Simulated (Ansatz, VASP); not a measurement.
ScAl3: VASP beside Ansatz

Contents of INCAR:

```
ALGO = Fast
EDIFF = 1E-6
ENCUT = 520
GGA = PS
ISIF = 2
ISMEAR = 0
LASPH = True
LCHARG = False
LREAL = False
LWAVE = False
NBANDS = 18
NELM = 80
PREC = Accurate
SIGMA = 0.15
```

Contents of KPOINTS:

```
k-points
0
Gamma
  12 12 12
```

POSCAR

```
ScAl3
1.0
    4.0712986163      0.0000000000      0.0000000000
    0.0000000000      4.0712986163      0.0000000000
    0.0000000000      0.0000000000      4.0712986163
Sc Al
1 3
Direct
    0.0029004709     -0.0029004709      0.0000000000
    0.5000000000      0.0000000000      0.5000000000
    0.0000000000      0.5000000000      0.5000000000
    0.5000000000      0.5000000000      0.0000000000
```

Input for Ansatz:

```yaml
crystal:
  lattice:
    - [4.0712986163, 0.0, 0.0]
    - [0.0, 4.0712986163, 0.0]
    - [0.0, 0.0, 4.0712986163]
  atoms:
    - { symbol: Sc, position: [0.0029004709, -0.0029004709, 0.0] }
    - { symbol: Al, position: [0.5, 0.0, 0.5] }
    - { symbol: Al, position: [0.0, 0.5, 0.5] }
    - { symbol: Al, position: [0.5, 0.5, 0.0] }
basis:
  ecutwfc: 420
kpoints:
  mp_grid: { grid: [12, 12, 12] }
hamiltonian:
  xc: pbesol
scf:
  occupations: { method: gaussian, width: 0.15 }
output:
  forces: true
  stress: true
  eigenvalues: true
```

Alike in both runs: task single point; functional PBEsol; k mesh 12 × 12 × 12; occupations gaussian, width 0.15 eV; no spin polarisation.

|  | VASP | Ansatz |
| --- | --- | --- |
| version | VASP 6.6.1 | Ansatz 0.2.0 |
| potentials or method | VASP PAW PBE potentials, release 64 (Sc_sv, Al), cutoff 520 eV | scalar-relativistic, plane waves, PAW |
| valence electrons in the cell | 20 | 20 |

```csv
,VASP,Ansatz,Ansatz less VASP
gap on the k mesh at the Fermi level (eV),none,none,-
pressure (GPa),0.2,0.0,-0.12
rms of the force components (eV/Å),0.057,0.056,-0.0002
```

VASP's potentials were made for PBE, not for PBEsol. Atom by atom the forces differ by 0.000 eV/Å (rms over components). A gap of «none» marks a metal or a gap that the smearing closes. With one functional, cell and mesh, what is left measures potentials, basis and numerics.
